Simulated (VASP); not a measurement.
# SrO in VASP: single point with PBE+D3(BJ)

Aim: the single point of SrO with PBE+D3(BJ).

All numbers are computed with VASP 6.6.1; they aren't measurements. Logs are shortened: lines on timing, memory, paths and dates and some standing lists are left out, and cuts for length are marked.

## (1) The cell of the first run

The cell holds a slab with vacuum, 24 atoms: a = 7.282 Å, b = 7.282 Å, c = 21.149 Å, α = 90.00°, β = 90.00°, γ = 90.00°.

## (2) Single point, PBE+D3(BJ)

INCAR

```
  PREC = Accurate
  ENCUT = 520
  EDIFF = 1E-6
  ISMEAR = 0
  SIGMA = 0.05
  LREAL = Auto
  LASPH = True
  NELM = 100
  ALGO = Normal
  ISIF = 2
  LWAVE = False
  LCHARG = False
  LDIPOL = True
  IDIPOL = 3
  DIPOL = 0.5 0.5 0.498
  GGA = PE
  IVDW = 12
  NBANDS = 114
```

KPOINTS

```
regular mesh
0
Gamma
  2 2 1
```

POSCAR

```
SrO
1.0
    7.2816361937      0.0000000000      0.0000000000
    0.0000000000      7.2816361937      0.0000000000
    0.0000000000      0.0000000000     21.1488943307
Sr O
12 12
Direct
    0.2500000000      0.2500000000      0.3782703660
    0.2500000000      0.7500000000      0.3782703660
    0.7500000000      0.2500000000      0.3782703660
    0.7500000000      0.7500000000      0.3782703660
    0.5000000000      0.5000000000      0.4981232745
    0.5000000000      0.0000000000      0.4981232745
    0.0000000000      0.5000000000      0.4981232745
    0.0000000000      0.0000000000      0.4981232745
    0.7500000000      0.7500000000      0.6190924017
    0.7500000000      0.2500000000      0.6190924017
    0.2500000000      0.7500000000      0.6190924017
    0.2500000000      0.2500000000      0.6190924017
    0.5000000000      0.5000000000      0.3782703660
    0.5000000000      0.0000000000      0.3782703660
    0.0000000000      0.5000000000      0.3782703660
    0.0000000000      0.0000000000      0.3782703660
    0.7500000000      0.7500000000      0.4987030918
    0.7500000000      0.2500000000      0.4987030918
    0.2500000000      0.7500000000      0.4987030918
    0.2500000000      0.2500000000      0.4987030918
    0.0000000000      0.0000000000      0.6167329341
    0.0000000000      0.5000000000      0.6167329341
    0.5000000000      0.0000000000      0.6167329341
    0.5000000000      0.5000000000      0.6167329341
```

Potentials or basis: VASP PAW PBE potentials, release 64 (Sr_sv, O).

Launch:

```
cat potpaw_PBE.64/Sr_sv/POTCAR potpaw_PBE.64/O/POTCAR > POTCAR
mpirun -np 1 vasp_std > vasp.out
```

OUTCAR:

```text
PREC = Accurate
   ENCUT = 520
   EDIFF = 1E-6
   ISMEAR = 0
   LREAL = Auto
   LASPH = True
   NELM = 100
   ISIF = 2
   GGA = PE
   IVDW = 12
 IVDW          = 12

 ion  position               nearest neighbor table
   1  0.250  0.250  0.378-  20 2.55  14 2.57  15 2.57  16 2.57  13 2.57   6 3.61   7 3.61   8 3.61
                             5 3.61   3 3.64   2 3.64   2 3.64   3 3.64  12 5.09
   2  0.250  0.750  0.378-  19 2.55  14 2.57  15 2.57  16 2.57  13 2.57   6 3.61   7 3.61   8 3.61
                             5 3.61   4 3.64   1 3.64   1 3.64   4 3.64  11 5.09
   3  0.750  0.250  0.378-  18 2.55  14 2.57  15 2.57  16 2.57  13 2.57   6 3.61   7 3.61   8 3.61
                             5 3.61   4 3.64   1 3.64   4 3.64   1 3.64  10 5.09
   4  0.750  0.750  0.378-  17 2.55  14 2.57  15 2.57  16 2.57  13 2.57   6 3.61   7 3.61   8 3.61
                             5 3.61   3 3.64   2 3.64   3 3.64   2 3.64   9 5.09
   5  0.500  0.500  0.498-  24 2.51  13 2.53  18 2.57  19 2.57  20 2.57  17 2.57   3 3.61   4 3.61
                             1 3.61   2 3.61  11 3.63  12 3.63   9 3.63  10 3.63   6 3.64   7 3.64
   6  0.500  0.000  0.498-  23 2.51  14 2.53  18 2.57  19 2.57  20 2.57  17 2.57   3 3.61   4 3.61
                             1 3.61   2 3.61  11 3.63  12 3.63   9 3.63  10 3.63   5 3.64   8 3.64
   7  0.000  0.500  0.498-  22 2.51  15 2.53  18 2.57  19 2.57  20 2.57  17 2.57   3 3.61   4 3.61
                             1 3.61   2 3.61  11 3.63  12 3.63   9 3.63  10 3.63   5 3.64   8 3.64
   8  0.000  0.000  0.498-  21 2.51  16 2.53  18 2.57  19 2.57  20 2.57  17 2.57   3 3.61   4 3.61
                             1 3.61   2 3.61  11 3.63  12 3.63   9 3.63  10 3.63   6 3.64   7 3.64
   9  0.750  0.750  0.619-  17 2.55  21 2.57  22 2.57  23 2.57  24 2.57   6 3.63   7 3.63   8 3.63
[... 26 lines left out ...]
 A1 = (   7.2816361937,   0.0000000000,   0.0000000000)
 A2 = (   0.0000000000,   7.2816361937,   0.0000000000)
 A3 = (   0.0000000000,   0.0000000000,  21.1488943307)

Analysis of symmetry for initial positions (statically):
=====================================================================
 Subroutine PRICEL returns following result:

  LATTYP: Found a simple tetragonal cell.
 ALAT       =     3.6408180969
 C/A-ratio  =     5.8088302596

  Lattice vectors:

 A1 = (   3.6408180969,   0.0000000000,   0.0000000000)
 A2 = (   0.0000000000,   3.6408180969,   0.0000000000)
 A3 = (   0.0000000000,   0.0000000000,  21.1488943307)

   4 primitive cells build up your supercell.

 Routine SETGRP: Setting up the symmetry group for a
 simple tetragonal supercell.

 Subroutine GETGRP returns: Found  8 space group operations
 (whereof  8 operations were pure point group operations)
 out of a pool of 16 trial point group operations.

The static configuration has the point symmetry C_4v.

Analysis of symmetry for dynamics (positions and initial velocities):
=====================================================================
[... 127 lines left out ...]
     AMIX_MAG =   1.60;   BMIX_MAG =  1.00
  volume/ion in A,a.u.               =      46.72       315.31
  Fermi-wavevector in a.u.,A,eV,Ry     =   0.909062  1.717878 11.243762  0.826393
  Thomas-Fermi vector in A             =   2.033062
   LORBIT       =      0    0 simple, 1 ext, 2 COOP (PROOUT), +10 PAW based schemes
   GGA     = PE    functional components
   LHFCALC =     F    Hartree Fock is set to
   AEXX    =    0.0000 exact exchange contribution
   IVDW    =    12    specifies the selected vdW correction
   LEPSILON=     F    determine dielectric tensor
   LRPA    =     F    only Hartree local field effects (RPA)
 non-spin polarized calculation
 Gauss-broadening in eV      SIGMA  =   0.05
  energy-cutoff  :      520.00
  volume of cell :     1121.36
 maximum number of plane-waves:     30223
   NGX = 27   NGY = 27   NGZ = 79

 number of electron     191.9999925 magnetization

 dipolmoment           0.000000      0.000000     -0.083488 electrons x Angstroem

 Free energy of the ion-electron system (eV)
  ---------------------------------------------------
  ext. energy  EPLUGINS =         0.00000000
  ---------------------------------------------------
  free energy    TOTEN  =      -141.28644985 eV

  energy without entropy =     -141.28644985  energy(sigma->0) =     -141.28644985

 E-fermi :  -1.2654     XC(G=0):  -4.3089

 val. band max:       -1.5942747779   @ k =   0.0000   0.0000   0.0000
 cond. band min:       0.7416480950   @ k =   0.0000   0.0000   0.0000
 fundamental gap:      2.3359228729
 Fermi energy:        -1.2654176514

 k-point     1 :       0.0000    0.0000    0.0000
  band No.  band energies     occupation
      1     -34.6327      2.00000
      2     -34.5852      2.00000
      3     -34.5852      2.00000
      4     -34.5464      2.00000
      5     -34.5322      2.00000
      6     -34.4839      2.00000
[... 322 lines left out ...]
    107       3.1181      0.00000
    108       3.1181      0.00000
 [bands above 108 left out]

------------------------ aborting loop because EDIFF is reached ----------------------------------------

 vacuum level on the upper side and lower side of the slab       (xc-potential included)        -0.233         0.032

 Edisp (eV)   -4.00379

 E8    (eV) :    -2.0089

  FORCE on cell =-STRESS in cart. coord.  units (eV):
  Direction    XX          YY          ZZ          XY          YZ          ZX
  --------------------------------------------------------------------------------------
  -------------------------------------------------------------------------------------
  Total      -7.75968    -7.75968     0.97292     0.00000     0.00000     0.00000
  in kB     -11.08686   -11.08686     1.39009     0.00000     0.00000     0.00000
  external pressure =       -6.93 kB  Pullay stress =        0.00 kB

 VOLUME and BASIS-vectors are now :
 -----------------------------------------------------------------------------
  energy-cutoff  :      520.00
  volume of cell :     1121.36
      direct lattice vectors                 reciprocal lattice vectors
     7.281636194  0.000000000  0.000000000     0.137331772  0.000000000  0.000000000
     0.000000000  7.281636194  0.000000000     0.000000000  0.137331772  0.000000000
     0.000000000  0.000000000 21.148894331     0.000000000  0.000000000  0.047283796

 POSITION                                       TOTAL-FORCE (eV/Angst)
 -----------------------------------------------------------------------------------
      1.82041      1.82041      8.00000         0.000000     -0.000000     -0.288907
      1.82041      5.46123      8.00000         0.000000      0.000000     -0.288907
      5.46123      1.82041      8.00000         0.000000     -0.000000     -0.288907
      5.46123      5.46123      8.00000         0.000000      0.000000     -0.288907
      3.64082      3.64082     10.53476        -0.000000     -0.000000      0.009421
      3.64082      0.00000     10.53476        -0.000000     -0.000000      0.009421
[... 16 lines left out ...]
      3.64082      0.00000     13.04322        -0.000000     -0.000000      0.026690
      3.64082      3.64082     13.04322         0.000000     -0.000000      0.026690
 -----------------------------------------------------------------------------------
    total drift:                                0.000000      0.000000      0.039405

  FREE ENERGIE OF THE ION-ELECTRON SYSTEM (eV)
  ---------------------------------------------------
  free  energy   TOTEN  =      -145.2902395258 eV

  energy  without entropy=     -145.2902395258  energy(sigma->0) =     -145.29023953

 vacuum level on the upper side and lower side of the slab         1.857         2.095
```

stdout:

```text
POSCAR found type information on POSCAR SrO
 POSCAR found :  2 types and      24 ions
 scaLAPACK will be used
 LDA part: xc-table for (Slater+PW92), standard interpolation
 POSCAR, INCAR and KPOINTS ok, starting setup
 FFT: planning ... GRIDC
 FFT: planning ... GRID_SOFT
 FFT: planning ... GRID
 WAVECAR not read
 entering main loop
```

Run time: 13 min. Hardware: 1 thread of Intel Xeon 6975P-C (Granite Rapids), shared host; peak memory 0.98 GiB.

What came out:

* Free energy: -145.2902 eV
* Largest force: 0.289 eV/Å
* Band gap on the k mesh: 2.34 eV
* Dispersion energy per atom: -0.167 eV

Forces in eV/Å, atoms in the order of the input:
```
Sr   0.000  0.000 -0.289
Sr   0.000  0.000 -0.289
Sr   0.000  0.000 -0.289
Sr   0.000  0.000 -0.289
Sr   0.000  0.000  0.009
Sr   0.000  0.000  0.009
Sr   0.000  0.000  0.009
Sr   0.000  0.000  0.009
Sr   0.000  0.000  0.039
Sr   0.000  0.000  0.039
Sr   0.000  0.000  0.039
Sr   0.000  0.000  0.039
O    0.000  0.000  0.226
O    0.000  0.000  0.226
O    0.000  0.000  0.226
O    0.000  0.000  0.226
O    0.000  0.000 -0.012
O    0.000  0.000 -0.012
O    0.000  0.000 -0.012
O    0.000  0.000 -0.012
O    0.000  0.000  0.027
O    0.000  0.000  0.027
O    0.000  0.000  0.027
O    0.000  0.000  0.027
```

Caveat: the k points lie up to 0.43 Å⁻¹ apart.
